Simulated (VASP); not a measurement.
Wanted: the native input for a VASP 6.6.1 run.

```yaml
Task: single point
Functional: PBEsol
Potentials_or_basis: VASP PAW PBE potentials, release 64 (Ag)
Cutoff: 520 eV
k_mesh: 20 × 20 × 20
Occupations: gaussian, width 0.15 eV
Spin: no spin polarisation
Dipole_correction: no
Further_INCAR_settings: ALGO = Fast; EDIFF = 1e-07; NBANDS = 12
```

The structure of Ag lies in POSCAR:

```
Ag
1.0
    0.0000000000      2.2065480000      1.9613760000
    2.2065480000      0.0000000000      1.9613760000
    2.2065480000      2.2065480000      0.0000000000
Ag
1
Direct
    0.0000000000      0.0000000000      0.0000000000
```

This cell differs from its parent crystal: strain +0.080 along x and y, -0.040 along z.

These files were run (other wordings do the same):

INCAR

```
SYSTEM = Ag
ALGO = Fast
EDIFF = 1E-7
ENCUT = 520
GGA = PS
ISIF = 2
ISMEAR = 0
LASPH = .True.
LCHARG = .True.
LELF = .True.
LREAL = .False.
LVHAR = .True.
LWAVE = .False.
NBANDS = 12
NELM = 80
PREC = Accurate
SIGMA = 0.15
```

KPOINTS

```
k-points
0
Gamma
  20 20 20
  0 0 0
```

Potentials or basis: VASP PAW PBE potentials, release 64 (Ag).

The run is started by

```sh
$ cat potpaw_PBE.64/Ag/POTCAR > POTCAR
$ mpirun -np 1 vasp_std > vasp.out
```

Results of the run:

```yaml
Pressure: -10.8 GPa
```

Caveat: the cell differs from its parent crystal (strain +0.080 along x and y, -0.040 along z); the PAW data sets were made with another functional, which shifts forces and pressure a little.

Wall time 60 s on 1 thread of AMD EPYC 9R45 (Zen 5) (shared host), peak memory 0.22 GiB.
